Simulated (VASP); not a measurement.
# SnS2 (P-3m1) in VASP: a series of runs

The runs below take SnS2 through single point, relaxation of cell and atoms, with PBE.

Everything below comes from runs of VASP 6.6.1. Logs are shortened: lines on timing, memory, paths and dates and some standing lists are left out, and cuts for length are marked.

## Step 1: The cell of the first run

Symmetry: P-3m1, No. 164, trigonal system. Conventional cell: a = 3.703 Å, b = 3.703 Å, c = 6.962 Å, α = 90.00°, β = 90.00°, γ = 120.00°. Within 3.4 Å of Sn (site symmetry -3m) lie 6 S at 2.60 Å. S (site symmetry 3m) has 3 Sn at 2.60 Å within 3.4 Å.

## Step 2: Single point, PBE, non-collinear spin, zero start, spin-orbit coupling

The input, INCAR:

```
SYSTEM = SnS2
  ALGO = Normal
  EDIFF = 1E-6
  ENCUT = 500
  GGA = PE
  GGA_COMPAT = .FALSE.
  ISIF = 2
  ISMEAR = 0
  LASPH = .TRUE.
  LCHARG = .FALSE.
  LORBIT = 11
  LORBMOM = .TRUE.
  LREAL = .FALSE.
  LSORBIT = .TRUE.
  LWAVE = .FALSE.
  MAGMOM = 0 0 0 0 0 0 0 0 0
  NBANDS = 39
  NELM = 200
  PREC = Accurate
  SIGMA = 0.033
```

The input, KPOINTS:

```
k-points
0
G
  6 6 3
  0 0 0
```

The input, POSCAR:

```
SnS2
1.0
    3.7032930136      0.0000000029      0.0000000000
   -1.8516465093      3.2071458260      0.0000000000
    0.0000000000      0.0000000000      6.9622567045
Sn S
1 2
Direct
    0.0000000000      0.0000000000      0.0000000000
    0.3333333333      0.6666666667      0.2121804906
    0.6666666667      0.3333333333      0.7878195094
```

Potentials or basis: VASP PAW PBE potentials, release 64 (Sn_d, S).

Started as:

```bash
cat potpaw_PBE.64/Sn_d/POTCAR potpaw_PBE.64/S/POTCAR > POTCAR
mpirun -np 1 vasp_ncl > vasp.out
```

OUTCAR:

```text
SYSTEM = SnS2
   EDIFF = 1E-6
   ENCUT = 500
   GGA = PE
   ISIF = 2
   ISMEAR = 0
   LASPH = .TRUE.
   LORBIT = 11
   LREAL = .FALSE.
   LSORBIT = .TRUE.
   NELM = 200
   PREC = Accurate

 ion  position               nearest neighbor table
   1  0.000  0.000  0.000-   2 2.60   3 2.60   3 2.60   2 2.60   3 2.60   2 2.60
   2  0.333  0.667  0.212-   1 2.60   1 2.60   1 2.60
   3  0.667  0.333  0.788-   1 2.60   1 2.60   1 2.60

  LATTYP: Found a hexagonal cell.
 ALAT       =     3.7032930136
 C/A-ratio  =     1.8800177785

  Lattice vectors:

 A1 = (   3.7032930136,   0.0000000029,   0.0000000000)
 A2 = (  -1.8516465093,   3.2071458260,   0.0000000000)
 A3 = (   0.0000000000,   0.0000000000,   6.9622567045)

Analysis of symmetry for initial positions (statically):
=====================================================================
 Subroutine PRICEL returns:
 Original cell was already a primitive cell.

 Routine SETGRP: Setting up the symmetry group for a
 hexagonal supercell.

 Subroutine GETGRP returns: Found 12 space group operations
 (whereof 12 operations were pure point group operations)
 out of a pool of 24 trial point group operations.

The static configuration has the point symmetry D_3d.

Analysis of symmetry for dynamics (positions and initial velocities):
=====================================================================
 Subroutine PRICEL returns:
 Original cell was already a primitive cell.

 Routine SETGRP: Setting up the symmetry group for a
 hexagonal supercell.

 Subroutine GETGRP returns: Found 12 space group operations
 (whereof 12 operations were pure point group operations)
 out of a pool of 24 trial point group operations.

The dynamic configuration has the point symmetry D_3d.

Analysis of structural, dynamic, and magnetic symmetry:
=====================================================================
 Subroutine PRICEL returns:
 Original cell was already a primitive cell.

 Routine SETGRP: Setting up the symmetry group for a
 hexagonal supercell.

 Subroutine GETGRP returns: Found 12 space group operations
 (whereof 12 operations were pure point group operations)
 out of a pool of 24 trial point group operations.

The overall configuration has the point symmetry D_3d.

 Subroutine INISYM returns: Found 12 space group operations
 (whereof 12 operations are pure point group operations),
 and found     1 'primitive' translations

----------------------------------------------------------------------------------------

                                     Primitive cell

  volume of cell :      82.6907

  direct lattice vectors                    reciprocal lattice vectors
     3.703293014  0.000000003  0.000000000     0.270029943  0.155901860  0.000000000
    -1.851646509  3.207145826  0.000000000    -0.000000000  0.311803720  0.000000000
     0.000000000  0.000000000  6.962256704     0.000000000  0.000000000  0.143631590

  length of vectors
     3.703293014  3.703293014  6.962256704     0.311803720  0.311803720  0.143631590

  position of ions in fractional coordinates (direct lattice)
     0.000000000  0.000000000  0.000000000
     0.333333333  0.666666667  0.212180491
     0.666666667  0.333333333  0.787819509

  ion indices of the primitive-cell ions
   primitive index   ion index
                 1           1
                 2           2
                 3           3

----------------------------------------------------------------------------------------

 KPOINTS: k-points

Automatic generation of k-mesh.
 Grid dimensions read from file:
 generate k-points for:    6    6    3

 Generating k-lattice:

  Cartesian coordinates                     Fractional coordinates (reciprocal lattice)
     0.045004990  0.025983643  0.000000000     0.166666667  0.000000000  0.000000000
    -0.000000000  0.051967287  0.000000000     0.000000000  0.166666667  0.000000000
     0.000000000  0.000000000  0.047877197     0.000000000  0.000000000  0.333333333

  Length of vectors
     0.051967287  0.051967287  0.047877197

  Shift w.r.t. Gamma in fractional coordinates (k-lattice)
     0.000000000  0.000000000  0.000000000

 Subroutine IBZKPT returns following result:
 ===========================================

 Found     17 irreducible k-points:

 Following reciprocal coordinates:
            Coordinates               Weight
  0.000000  0.000000  0.000000      1.000000
  0.166667  0.000000  0.000000      6.000000
  0.333333 -0.000000  0.000000      6.000000
  0.500000  0.000000  0.000000      3.000000
  0.166667  0.166667  0.000000      6.000000
  0.333333  0.166667  0.000000     12.000000
[... 9 lines left out ...]
 -0.166667  0.500000  0.333333     12.000000
  0.333333  0.333333  0.333333      4.000000
   k-points           NKPTS =     17   k-points in BZ     NKDIM =     17   number of bands    NBANDS=     39
[... 30 lines left out ...]
   EMIN   =  10.00;   EMAX   =-10.00  energy-range for DOS
   EFERMI =   0.00;   METHOD = LEGACY
   ISMEAR =     0;   SIGMA  =   0.03  broadening in eV -4-tet -1-fermi 0-gaus
   EFERMI_NEDOS =   21; number of points for ismear=-14 and -15
   IALGO  =     38    algorithm
   IMIX   =      4    mixing-type and parameters
     AMIX     =   0.40;   BMIX     =  1.00
     AMIX_MAG =   1.60;   BMIX_MAG =  1.00
  volume/ion in A,a.u.               =      27.56       186.01
  Fermi-wavevector in a.u.,A,eV,Ry     =   1.113218  2.103678 16.861088  1.239255
  Thomas-Fermi vector in A             =   2.249801
   LORBIT       =     11    0 simple, 1 ext, 2 COOP (PROOUT), +10 PAW based schemes
   GGA     = PE    functional components
   LHFCALC =     F    Hartree Fock is set to
   AEXX    =    0.0000 exact exchange contribution
   IVDW    =     0    specifies the selected vdW correction
   LEPSILON=     F    determine dielectric tensor
   LRPA    =     F    only Hartree local field effects (RPA)
 Gauss-broadening in eV      SIGMA  =   0.03
  energy-cutoff  :      500.00
  volume of cell :       82.69
 maximum number of plane-waves:      4252
 NGX is ok and might be reduce to    28
   NGX = 13   NGY = 13   NGZ = 25

 number of electron      25.9999998 magnetization      -0.0000000     -0.0000000     -0.0000000

 number of electron      25.9999998 magnetization       0.0000000      0.0000000      0.0000000

 number of electron      25.9999998 magnetization      -0.0000000     -0.0000000      0.0000000

 number of electron      25.9999998 magnetization       0.0000000      0.0000000     -0.0000000

 Free energy of the ion-electron system (eV)
  ---------------------------------------------------
  ext. energy  EPLUGINS =         0.00000000
  ---------------------------------------------------
  free energy    TOTEN  =       -13.26240310 eV

  energy without entropy =      -13.26240310  energy(sigma->0) =      -13.26240310

 E-fermi :   2.6576     XC(G=0):  -8.4569

 val. band max:        2.4808427177   @ k =   0.1667   0.0000   0.0000
 cond. band min:       4.0294909409   @ k =   0.5000   0.0000   0.3333
 fundamental gap:      1.5486482232
 Fermi energy:         2.6575570840

 k-point     1 :       0.0000    0.0000    0.0000
  band No.  band energies     occupation
      1     -18.8541      1.00000
      2     -18.8541      1.00000
      3     -18.8328      1.00000
      4     -18.8328      1.00000
      5     -17.8369      1.00000
      6     -17.8369      1.00000
[... 686 lines left out ...]
     37      11.8660      0.00000
     38      11.8677      0.00000
 [bands above 38 left out]

------------------------ aborting loop because EDIFF is reached ----------------------------------------

  FORCE on cell =-STRESS in cart. coord.  units (eV):
  Direction    XX          YY          ZZ          XY          YZ          ZX
  --------------------------------------------------------------------------------------
  -------------------------------------------------------------------------------------
  Total       -0.0383998     -0.0383998     -0.0312896     -0.0000000      0.0000000      0.0000000
  in kB       -0.7440166     -0.7440166     -0.6062525     -0.0000000      0.0000000      0.0000000
  external PRESSURE =      -0.6980952 kB  Pullay stress =       0.0000000 kB

 VOLUME and BASIS-vectors are now :
 -----------------------------------------------------------------------------
  energy-cutoff  :      500.00
  volume of cell :       82.69
      direct lattice vectors                 reciprocal lattice vectors
     3.703293014  0.000000003  0.000000000     0.270029943  0.155901860  0.000000000
    -1.851646509  3.207145826  0.000000000    -0.000000000  0.311803720  0.000000000
     0.000000000  0.000000000  6.962256704     0.000000000  0.000000000  0.143631590

 POSITION                                       TOTAL-FORCE (eV/Angst)
 -----------------------------------------------------------------------------------
      0.00000      0.00000      0.00000         0.000000      0.000000      0.000000
     -0.00000      2.13810      1.47726         0.000000     -0.000000     -0.006407
      1.85165      1.06905      5.48500        -0.000000     -0.000000      0.006407
 -----------------------------------------------------------------------------------
    total drift:                               -0.000000      0.000000      0.000000

  FREE ENERGIE OF THE ION-ELECTRON SYSTEM (eV)
  ---------------------------------------------------
  free  energy   TOTEN  =       -13.2624030984 eV

  energy  without entropy=      -13.2624030984  energy(sigma->0) =      -13.26240310

 orbital moment (x)

 # of ion     p       d       tot
 ----------------------------------------
  1        -0.000   0.000   0.000
  2        -0.000   0.000  -0.000
  3        -0.000   0.000  -0.000
 ----------------------------------------
           -0.000   0.000  -0.000

 orbital moment (y)

 # of ion     p       d       tot
 ----------------------------------------
  1        -0.000   0.000   0.000
  2         0.000   0.000   0.000
  3        -0.000   0.000  -0.000
 ----------------------------------------
           -0.000   0.000   0.000

 orbital moment (z)

 # of ion     p       d       tot
 ----------------------------------------
  1         0.000   0.000   0.000
  2         0.000   0.000   0.000
  3         0.000   0.000   0.000
 ----------------------------------------
            0.000   0.000   0.000

 Spin-Orbit-Coupling matrix elements

 Ion:    1  E_soc:     -0.0855819
 l=   1
     0.0000000    -0.0082881    -0.0083083
    -0.0082881     0.0000000    -0.0082881
    -0.0083083    -0.0082881     0.0000000
 l=   2
     0.0000000    -0.0011885     0.0000000    -0.0011885    -0.0047975
    -0.0011885     0.0000000    -0.0035889    -0.0011772    -0.0011885
     0.0000000    -0.0035889     0.0000000    -0.0035889     0.0000000
    -0.0011885    -0.0011772    -0.0035889     0.0000000    -0.0011885
    -0.0047975    -0.0011885     0.0000000    -0.0011885     0.0000000
 l=   3
     0.0000000     0.0000000     0.0000000     0.0000000     0.0000000     0.0000000     0.0000000
     0.0000000     0.0000000     0.0000000     0.0000000     0.0000000     0.0000000     0.0000000
     0.0000000     0.0000000     0.0000000     0.0000000     0.0000000     0.0000000     0.0000000
     0.0000000     0.0000000     0.0000000     0.0000000     0.0000000     0.0000000     0.0000000
[... 29 lines left out ...]
 l=   2
     0.0000000     0.0000000     0.0000000     0.0000000     0.0000000
     0.0000000     0.0000000     0.0000000     0.0000000     0.0000000
     0.0000000     0.0000000     0.0000000     0.0000000     0.0000000
     0.0000000     0.0000000     0.0000000     0.0000000     0.0000000
     0.0000000     0.0000000     0.0000000     0.0000000     0.0000000
 l=   3
     0.0000000     0.0000000     0.0000000     0.0000000     0.0000000     0.0000000     0.0000000
     0.0000000     0.0000000     0.0000000     0.0000000     0.0000000     0.0000000     0.0000000
     0.0000000     0.0000000     0.0000000     0.0000000     0.0000000     0.0000000     0.0000000
     0.0000000     0.0000000     0.0000000     0.0000000     0.0000000     0.0000000     0.0000000
     0.0000000     0.0000000     0.0000000     0.0000000     0.0000000     0.0000000     0.0000000
     0.0000000     0.0000000     0.0000000     0.0000000     0.0000000     0.0000000     0.0000000
     0.0000000     0.0000000     0.0000000     0.0000000     0.0000000     0.0000000     0.0000000

 total charge

# of ion       s       p       d       tot
------------------------------------------
    1        1.019   1.008  10.129  12.157
    2        1.364   2.327   0.000   3.691
    3        1.364   2.327   0.000   3.691
--------------------------------------------------
tot          3.747   5.663  10.129  19.539

 magnetization (x)

# of ion       s       p       d       tot
------------------------------------------
    1        0.000   0.000   0.000   0.000
    2        0.000  -0.000   0.000  -0.000
    3        0.000  -0.000   0.000  -0.000
--------------------------------------------------
tot          0.000  -0.000   0.000  -0.000

 magnetization (y)

# of ion       s       p       d       tot
------------------------------------------
    1       -0.000  -0.000   0.000  -0.000
    2       -0.000   0.000   0.000  -0.000
    3       -0.000   0.000   0.000   0.000
--------------------------------------------------
tot         -0.000   0.000   0.000  -0.000

 magnetization (z)

# of ion       s       p       d       tot
------------------------------------------
    1        0.000   0.000  -0.000  -0.000
    2        0.000   0.000   0.000   0.000
    3        0.000   0.000   0.000   0.000
--------------------------------------------------
tot          0.000   0.000  -0.000  -0.000
```

Wall time 72 s (1 thread of AMD EPYC 9R14 (Zen 4), shared host); peak memory 0.36 GiB.

What came out:

| Item | Value |
| --- | --- |
| Free energy | -13.2624 eV |
| Pressure | -0.1 GPa |
| Largest force | 0.006 eV/Å |
| Net moment | 0.00 μB per cell |
| Valence electrons inside the program's atomic spheres | Sn 12.16; S 3.69 |

Forces in eV/Å, atoms in the order of the input:
```
Sn   0.000  0.000  0.000
S    0.000  0.000 -0.006
S    0.000  0.000  0.006
```

Moments on the atoms (μB; x, y, z):
```
Sn  0.00 0.00 0.00
S   0.00 0.00 0.00
S   0.00 0.00 0.00
```

Caveat: this functional lacks dispersion, which binds layers or chains, so the pressure and a relaxed spacing across them are unreliable.

(Continued in part 2 of 2.)
